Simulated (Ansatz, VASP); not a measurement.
HfN: VASP beside Ansatz

File INCAR:

```
PREC     = Accurate       # precision mode
ENCUT    = 520            # plane-wave cutoff, eV
EDIFF    = 1E-6           # SCF threshold, eV
ISMEAR   = 0              # smearing method
SIGMA    = 0.15           # smearing width, eV
LREAL    = False          # projectors in reciprocal space
LASPH    = True           # aspherical terms in the spheres
NELM     = 60             # most SCF steps
ALGO     = Normal         # electronic algorithm
ISIF     = 2              # what is computed and relaxed
LWAVE    = False          # write WAVECAR
LCHARG   = False          # write CHGCAR
GGA      = PE             # functional
NBANDS   = 14             # bands
```

KPOINTS

```
regular mesh
0
Gamma
  16 16 16
```

POSCAR

```
HfN
1.0
    0.0000000000      2.2738140414      2.2738140414
    2.2738140414      0.0000000000      2.2738140414
    2.2738140414      2.2738140414      0.0000000000
Hf N
1 1
Direct
    0.0000000000      0.0006695498      0.0000000000
    0.5000000000      0.4914680798      0.5000000000
```

Input for Ansatz:

```yaml
crystal:
  lattice:
    - [0.0, 2.2738140414, 2.2738140414]
    - [2.2738140414, 0.0, 2.2738140414]
    - [2.2738140414, 2.2738140414, 0.0]
  atoms:
    - { symbol: Hf, position: [0.0, 0.0006695498, 0.0] }
    - { symbol: "N", position: [0.5, 0.4914680798, 0.5] }
basis:
  ecutwfc: 520.0
kpoints:
  mp_grid: { grid: [16, 16, 16] }
hamiltonian:
  xc: pbe
  pseudopotentials: { kind: paw, azcp: { folder: soft_1 } }
scf:
  occupations: { method: gaussian, width: 0.15 }
output:
  forces: true
  stress: true
  eigenvalues: true
  write_density: true
  write_potential: true
  elf: true
  volumetric_format: npy
```

Change from the starting cell: mode 4 frozen in at -0.019 Å and mode 6 at -0.019 Å (largest displacements).

Alike in both runs: task single point; functional PBE; k mesh 16 × 16 × 16; occupations gaussian, width 0.15 eV; no spin polarisation.

```csv
,VASP,Ansatz
version,VASP 6.6.1,Ansatz 0.2.0
potentials or method,"VASP PAW PBE potentials, release 64 (Hf_pv, N), cutoff 520 eV","scalar-relativistic, plane waves, PAW"
valence electrons in the cell,15,31
```

|  | VASP | Ansatz | Ansatz less VASP |
| --- | --- | --- | --- |
| gap on the k mesh at the Fermi level (eV) | none | none | - |
| pressure (GPa) | -2.2 | 0.1 | +2.31 |
| traceless stress, the component that is largest in VASP (GPa) | -0.11 | -0.11 | -0.002 |
| rms of the force components (eV/Å) | 0.186 | 0.187 | +0.0004 |

Atom by atom the forces differ by 0.000 eV/Å (rms over components). A gap of «none» marks a metal or a gap that the smearing closes. VASP's potentials hold 15 valence electrons a cell and Ansatz's 31, so a difference there can come from the potentials and not from the codes.

Spin-orbit coupling is off throughout.
